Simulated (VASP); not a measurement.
# Ta18N18O (a cell with a defect) in VASP: settings compared

The runs below take Ta18N18O (a cell with a defect) through single point, with LDA, PBEsol.

Everything below comes from runs of VASP 6.6.1. Logs are shortened: lines on timing, memory, paths and dates and some standing lists are left out, and cuts for length are marked.

## Step 1: The cell of the first run

The cell holds a defect, 37 atoms: a = 8.969 Å, b = 8.969 Å, c = 5.792 Å, α = 90.00°, β = 90.00°, γ = 120.00°.

## Step 2: Single point, LDA

Input file INCAR:

```
SYSTEM = Ta18N18O
PREC     = Accurate       ! precision mode
ENCUT    = 520            ! plane-wave cutoff, eV
EDIFF    = 1E-6           ! SCF threshold, eV
ISMEAR   = 1              ! smearing method
SIGMA    = 0.1            ! smearing width, eV
LREAL    = Auto         
LASPH    = .True.         ! aspherical terms in the spheres
NELM     = 120            ! most SCF steps
ALGO     = Normal         ! electronic algorithm
ISIF     = 2              ! what is computed and relaxed
LWAVE    = .False.        ! write WAVECAR
LCHARG   = .True.         ! write CHGCAR
LELF     = .True.         ! ELF
LVHAR    = .True.       
NBANDS   = 171            ! bands
GGA_COMPAT= .False.
```

Input file KPOINTS:

```
regular mesh
0
Gamma
  2 2 3
  0 0 0
```

Input file POSCAR:

```
Ta18N18O
1.0
    7.7675072900      4.4845723700      0.0000000000
   -7.7675072400      4.4845724600      0.0000000000
    0.0000000000      0.0000000000      5.7917586500
Ta N O
18 18 1
Direct
    0.0040331800      0.0077130700     -0.0084430500
    0.3339225600      0.6674902400     -0.0010407200
    0.6654859400      0.3306224500     -0.0019403300
    0.0026603800      0.6627078900      0.2491965800
    0.3331981700      0.3340578400      0.2491992000
    0.6667987800     -0.0006001200      0.2491992800
    0.0012130100      0.3340596600      0.2491968300
    0.3329524300     -0.0006019200      0.2491997900
    0.6604020000      0.6627107900      0.2492002300
    0.0040321800      0.0077121200      0.5068407000
    0.3339220900      0.6674909600      0.4994363500
    0.6654882500      0.3306213300      0.5003368000
   -0.0000207100      0.6668791300      0.7491969700
    0.3337421800      0.3338567800      0.7491988100
    0.6659731700      0.0015259200      0.7491981300
    0.0004675100      0.3338577300      0.7491973600
    0.3359072900      0.0015247900      0.7492005700
    0.6672543600      0.6668777500      0.7491991800
    0.1371616500      0.8714625100     -0.0082637000
    0.4645971800      0.5356783000     -0.0022236900
    0.7990781700      0.2022182800     -0.0005153000
    0.0714366600      0.5356801300     -0.0022282500
    0.4034886300      0.2022171200     -0.0005142000
    0.7346567200      0.8714633900     -0.0082656000
    0.1339683000      0.2675836300     -0.0009788600
    0.4651835700      0.9300127400      0.0005142800
    0.7947769100      0.5892012600     -0.0031774600
    0.1371618100      0.8714640700      0.5066640500
    0.4645976500      0.5356792000      0.5006222700
    0.7990801400      0.2022173800      0.4989133100
    0.0714363600      0.5356790800      0.5006203200
    0.4034898800      0.2022161500      0.4989147100
    0.7346549700      0.8714611900      0.5066568900
    0.1339671500      0.2675833200      0.4993727500
    0.4651844700      0.9300139300      0.4978826700
    0.7947778700      0.5892003900      0.5015753200
   -0.0829448500     -0.1662441600      0.2491991800
```

Potentials or basis: VASP PAW LDA potentials, release 64 (Ta_pv, N, O).

On the command line:

```sh
$ cat potpaw_LDA.64/Ta_pv/POTCAR potpaw_LDA.64/N/POTCAR potpaw_LDA.64/O/POTCAR > POTCAR
$ mpirun -np 1 vasp_std > vasp.out
```

OUTCAR:

```text
SYSTEM = Ta18N18O
   PREC = Accurate
   ENCUT = 520
   EDIFF = 1E-6
   ISMEAR = 1
   LREAL = Auto
   LASPH = .True.
   NELM = 120
   ISIF = 2

 ion  position               nearest neighbor table
   1  0.004  0.008  0.992-  37 2.01  25 2.02  24 2.09  19 2.09  10 2.81  10 2.98  14 3.26  16 3.26
                             5 3.30   7 3.30  15 3.32  17 3.32   8 3.34   6 3.34  18 3.35  13 3.35
   2  0.334  0.667  0.999-  22 2.04  20 2.04  26 2.04  11 2.89  11 2.90   9 3.29   4 3.29   6 3.31
                             8 3.31  17 3.32  15 3.32   7 3.32   5 3.32  14 3.32  16 3.32  18 3.32
   3  0.665  0.331  0.998-  27 2.01  21 2.04  23 2.04  12 2.88  12 2.91  17 3.29  15 3.29   6 3.31
                             8 3.31  14 3.32  16 3.32   5 3.33   7 3.33   4 3.34   9 3.34  18 3.34
   4  0.003  0.663  0.249-  37 2.03  22 2.12  31 2.12  27 2.20  36 2.20  19 2.22  28 2.22  13 2.90
                            13 2.90   7 2.94   8 2.99   9 3.07  11 3.29   2 3.29   3 3.34  12 3.34
   5  0.333  0.334  0.249-  34 2.14  25 2.14  23 2.15  32 2.15  20 2.16  29 2.16  14 2.90  14 2.90
                             9 2.94   7 2.98   8 3.00   1 3.30  10 3.30   2 3.32  11 3.32   3 3.33
   6  0.667  0.999  0.249-  35 2.15  26 2.15  33 2.15  24 2.15  30 2.16  21 2.16  15 2.90  15 2.90
                             9 2.99   8 2.99   7 3.00  12 3.31   3 3.31  11 3.31   2 3.31  10 3.34
   7  0.001  0.334  0.249-  34 2.14  25 2.14  21 2.15  30 2.15  31 2.16  22 2.16  16 2.90  16 2.90
                             4 2.94   5 2.98   6 3.00   1 3.30  10 3.30   2 3.32  11 3.32  12 3.33
   8  0.333  0.999  0.249-  35 2.15  26 2.15  19 2.15  28 2.15  32 2.16  23 2.16  17 2.90  17 2.90
                             4 2.99   6 2.99   5 3.00  12 3.31   3 3.31  11 3.31   2 3.31  10 3.34
   9  0.660  0.663  0.249-  37 2.03  29 2.12  20 2.12  27 2.20  36 2.20  33 2.22  24 2.22  18 2.90
[... 22 lines left out ...]
  22  0.071  0.536  0.998-   2 2.04   4 2.12  16 2.15  13 2.15   7 2.16
  23  0.403  0.202  0.999-   3 2.04  17 2.15  14 2.15   5 2.15   8 2.16
  24  0.735  0.871  0.992-   1 2.09  15 2.11  18 2.14   6 2.15   9 2.22
[... 10 lines left out ...]
  35  0.465  0.930  0.498-  11 2.04   6 2.15   8 2.15  15 2.15  17 2.15
  36  0.795  0.589  0.502-  12 2.01  13 2.16  18 2.16   4 2.20   9 2.20
  37  0.917  0.834  0.249-  10 2.01   1 2.01   9 2.03   4 2.03

  LATTYP: Found a hexagonal cell.
 ALAT       =     8.9691448222
 C/A-ratio  =     0.6457425724

  Lattice vectors:

 A1 = (   7.7675072900,   4.4845723700,   0.0000000000)
 A2 = (  -7.7675072400,   4.4845724600,   0.0000000000)
 A3 = (   0.0000000000,   0.0000000000,   5.7917586500)

Analysis of symmetry for initial positions (statically):
=====================================================================
 Subroutine PRICEL returns:
 Original cell was already a primitive cell.

 Routine SETGRP: Setting up the symmetry group for a
 hexagonal supercell.

 Subroutine GETGRP returns: Found  4 space group operations
 (whereof  1 operations were pure point group operations)
 out of a pool of 24 trial point group operations.

The static configuration has the point symmetry C_1 .
 The point group associated with its full space group is C_2v.

Analysis of symmetry for dynamics (positions and initial velocities):
=====================================================================
 Subroutine PRICEL returns:
 Original cell was already a primitive cell.

 Routine SETGRP: Setting up the symmetry group for a
 hexagonal supercell.

 Subroutine GETGRP returns: Found  4 space group operations
 (whereof  1 operations were pure point group operations)
 out of a pool of 24 trial point group operations.

The dynamic configuration has the point symmetry C_1 .
 The point group associated with its full space group is C_2v.

 Subroutine INISYM returns: Found  4 space group operations
 (whereof  1 operations are pure point group operations),
 and found     1 'primitive' translations

----------------------------------------------------------------------------------------

                                     Primitive cell

  volume of cell :     403.4996

  direct lattice vectors                    reciprocal lattice vectors
     7.767507290  4.484572370  0.000000000     0.064370716  0.111493349  0.000000000
    -7.767507240  4.484572460  0.000000000    -0.064370715  0.111493350  0.000000000
     0.000000000  0.000000000  5.791758650     0.000000000  0.000000000  0.172659128

  length of vectors
     8.969144822  8.969144824  5.791758650     0.128741431  0.128741431  0.172659128

  position of ions in fractional coordinates (direct lattice)
     0.004033180  0.007713070  0.991556950
     0.333922560  0.667490240  0.998959280
     0.665485940  0.330622450  0.998059670
     0.002660380  0.662707890  0.249196580
     0.333198170  0.334057840  0.249199200
     0.666798780  0.999399880  0.249199280
[... 29 lines left out ...]
     0.794777870  0.589200390  0.501575320
     0.917055150  0.833755840  0.249199180

  ion indices of the primitive-cell ions
   primitive index   ion index
                 1           1
                 2           2
                 3           3
                 4           4
                 5           5
                 6           6
[... 29 lines left out ...]
                36          36
                37          37

----------------------------------------------------------------------------------------

 KPOINTS: regular mesh

Automatic generation of k-mesh.
 Grid dimensions read from file:
 generate k-points for:    2    2    3

 Generating k-lattice:

  Cartesian coordinates                     Fractional coordinates (reciprocal lattice)
     0.032185358  0.055746675  0.000000000     0.500000000  0.000000000  0.000000000
    -0.032185357  0.055746675  0.000000000     0.000000000  0.500000000  0.000000000
     0.000000000  0.000000000  0.057553043     0.000000000  0.000000000  0.333333333

  Length of vectors
     0.064370715  0.064370715  0.057553043

  Shift w.r.t. Gamma in fractional coordinates (k-lattice)
     0.000000000  0.000000000  0.000000000

 Subroutine IBZKPT returns following result:
 ===========================================

 Found      6 irreducible k-points:

 Following reciprocal coordinates:
            Coordinates               Weight
  0.000000  0.000000  0.000000      1.000000
  0.500000 -0.000000  0.000000      2.000000
  0.000000  0.500000  0.000000      1.000000
  0.000000  0.000000  0.333333      2.000000
  0.500000 -0.000000  0.333333      4.000000
  0.000000  0.500000  0.333333      2.000000
   k-points           NKPTS =      6   k-points in BZ     NKDIM =      6   number of bands    NBANDS=    171
   number of dos      NEDOS =    301   number of ions     NIONS =     37
   total plane-waves  NPLWV = 235200
   dimension x,y,z NGX =    70 NGY =   70 NGZ =   48
   dimension x,y,z NGXF=   140 NGYF=  140 NGZF=   96
   ions per type =              18  18   1
   NGX,Y,Z   is equivalent  to a cutoff of  12.97, 12.97, 13.78 a.u.
   NGXF,Y,Z  is equivalent  to a cutoff of  25.95, 25.95, 27.56 a.u.
 SYSTEM =  Ta18N18O
   PREC   = accura    normal or accurate (medium, high low for compatibility)
   ISTART =      0    job   : 0-new  1-cont  2-samecut
   ICHARG =      2    charge: 1-file 2-atom 10-const
   ISPIN  =      1    spin polarized calculation?
   LNONCOLLINEAR =      F non collinear calculations
   LSORBIT =      F    spin-orbit coupling
   LASPH  =      T    aspherical Exc in radial PAW
   ENCUT  =  520.0 eV  38.22 Ry    6.18 a.u.  16.68 16.68 10.77*2*pi/ulx,y,z
   NELM   =    120;   NELMIN=  2; NELMDL= -5     # of ELM steps
   EDIFF  = 0.1E-05   stopping-criterion for ELM
   LREAL  =      T    real-space projection
   EDIFFG = 0.1E-04   stopping-criterion for IOM
   NSW    =      0    number of steps for IOM
[... 5 lines left out ...]
   TEBEG  =    0.0;   TEEND  =   0.0 temperature during run
   PSTRESS=    0.0 pullay stress
   NELECT =     294.0000    total number of electrons
   NUPDOWN=      -1.0000    fix difference up-down
   EMIN   =  10.00;   EMAX   =-10.00  energy-range for DOS
   EFERMI =   0.00;   METHOD = LEGACY
   ISMEAR =     1;   SIGMA  =   0.10  broadening in eV -4-tet -1-fermi 0-gaus
   EFERMI_NEDOS =   21; number of points for ismear=-14 and -15
   IALGO  =     38    algorithm
   IMIX   =      4    mixing-type and parameters
     AMIX     =   0.40;   BMIX     =  1.00
     AMIX_MAG =   1.60;   BMIX_MAG =  1.00
  volume/ion in A,a.u.               =      10.91        73.59
  Fermi-wavevector in a.u.,A,eV,Ry     =   1.473136  2.783824 29.526413  2.170130
  Thomas-Fermi vector in A             =   2.588066
   LORBIT       =      0    0 simple, 1 ext, 2 COOP (PROOUT), +10 PAW based schemes
   GGA     = CA    functional components
   LHFCALC =     F    Hartree Fock is set to
   AEXX    =    0.0000 exact exchange contribution
   IVDW    =     0    specifies the selected vdW correction
   LEPSILON=     F    determine dielectric tensor
   LRPA    =     F    only Hartree local field effects (RPA)
 non-spin polarized calculation
 Methfessel and Paxton  Order N= 1 SIGMA  =   0.10
  energy-cutoff  :      520.00
  volume of cell :      403.50
 maximum number of plane-waves:     10872
 NGX is ok and might be reduce to    70
   NGX = 33   NGY = 33   NGZ = 21

 number of electron     294.0000000 magnetization

 Free energy of the ion-electron system (eV)
  ---------------------------------------------------
  ext. energy  EPLUGINS =         0.00000000
  ---------------------------------------------------
  free energy    TOTEN  =      -452.90691033 eV

  energy without entropy =     -452.90984298  energy(sigma->0) =     -452.90788788

 E-fermi :   8.5133     XC(G=0): -13.3937

 val. band max:        8.3772049143   @ k =   0.0000   0.5000   0.0000
 cond. band min:       8.6012552382   @ k =   0.0000   0.0000   0.3333
 fundamental gap:      0.2240503239
 Fermi energy:         8.5133253598

 k-point     1 :       0.0000    0.0000    0.0000
  band No.  band energies     occupation
      1     -27.9929      2.00000
      2     -27.9376      2.00000
      3     -27.9120      2.00000
      4     -27.8709      2.00000
      5     -27.8199      2.00000
      6     -27.8101      2.00000
[... 961 lines left out ...]
    158       9.8449     -0.00000
    159       9.9747     -0.00000
 [bands above 159 left out]

------------------------ aborting loop because EDIFF is reached ----------------------------------------

  FORCE on cell =-STRESS in cart. coord.  units (eV):
  Direction    XX          YY          ZZ          XY          YZ          ZX
  --------------------------------------------------------------------------------------
  -------------------------------------------------------------------------------------
  Total        0.6605253      1.7154952     -3.2490354     -0.9136307      0.0000000      0.0000000
  in kB        2.6227498      6.8117222    -12.9009550     -3.6277564      0.0000000      0.0000000
  external PRESSURE =      -1.1554943 kB  Pullay stress =       0.0000000 kB

 VOLUME and BASIS-vectors are now :
 -----------------------------------------------------------------------------
  energy-cutoff  :      520.00
  volume of cell :      403.50
      direct lattice vectors                 reciprocal lattice vectors
     7.767507290  4.484572370  0.000000000     0.064370716  0.111493349  0.000000000
    -7.767507240  4.484572460  0.000000000    -0.064370715  0.111493350  0.000000000
     0.000000000  0.000000000  5.791758650     0.000000000  0.000000000  0.172659128

 POSITION                                       TOTAL-FORCE (eV/Angst)
 -----------------------------------------------------------------------------------
     -0.02858      0.05268      5.74286         0.032322     -0.055983      0.022916
     -2.59099      4.49091      5.78573         0.000901     -0.001561     -0.000195
      2.60105      4.46712      5.78052         0.003799     -0.006580     -0.004412
     -5.12692      2.98389      1.44329        -0.078698      0.020382      0.000000
     -0.00668      2.99236      1.44330        -0.008794      0.006436      0.000000
     -2.58348      7.47219      1.44330         0.002816     -0.000237      0.000000
[... 29 lines left out ...]
      1.59682      6.20655      2.90500         0.024490     -0.042417      0.010870
      0.64703      7.85164      1.44330        -0.003890      0.006738      0.000000
 -----------------------------------------------------------------------------------
    total drift:                                0.056370      0.041819      0.069885

  FREE ENERGIE OF THE ION-ELECTRON SYSTEM (eV)
  ---------------------------------------------------
  free  energy   TOTEN  =      -452.9069103282 eV

  energy  without entropy=     -452.9098429832  energy(sigma->0) =     -452.90788788
```

Run time: 37 min. Hardware: 1 thread of Intel Xeon 8259CL, shared host; peak memory 0.58 GiB.

What came out:

```
Free energy            : -452.9069 eV
Pressure               : -0.1 GPa
Largest force          : 0.081 eV/Å
Band gap on the k mesh : 0.22 eV
```

Forces on the atoms (eV/Å):
```
Ta   0.032 -0.056  0.023
Ta   0.001 -0.002  0.000
Ta   0.004 -0.007 -0.004
Ta  -0.079  0.020  0.000
Ta  -0.009  0.006  0.000
Ta   0.003  0.000  0.000
Ta  -0.001  0.011  0.000
Ta  -0.001 -0.003  0.000
Ta   0.022  0.078  0.000
Ta   0.032 -0.056 -0.023
Ta   0.001 -0.002  0.000
Ta   0.004 -0.007  0.004
Ta  -0.003 -0.007  0.000
Ta  -0.006 -0.002  0.000
Ta  -0.003  0.002  0.000
Ta   0.005  0.004  0.000
Ta   0.000  0.004  0.000
Ta   0.007  0.000  0.000
N   -0.037  0.008 -0.009
N   -0.047  0.002 -0.001
N   -0.053 -0.001 -0.001
N    0.022  0.041 -0.001
N    0.027  0.045 -0.001
N    0.012  0.036 -0.009
N    0.023 -0.039  0.001
N    0.026 -0.046  0.001
N    0.024 -0.042 -0.011
N   -0.037  0.008  0.009
N   -0.047  0.002  0.001
N   -0.053 -0.001  0.001
N    0.022  0.041  0.001
N    0.027  0.045  0.001
N    0.012  0.036  0.009
N    0.023 -0.039 -0.001
N    0.026 -0.046 -0.001
N    0.024 -0.042  0.011
O   -0.004  0.007  0.000
```

Stress tensor (GPa, compression positive):
```
 0.26 -0.36  0.00
-0.36  0.68  0.00
 0.00  0.00 -1.29
```

Caveat: spin-orbit coupling is left out, which moves the levels of the heavy elements.

(Continued in part 2 of 2.)
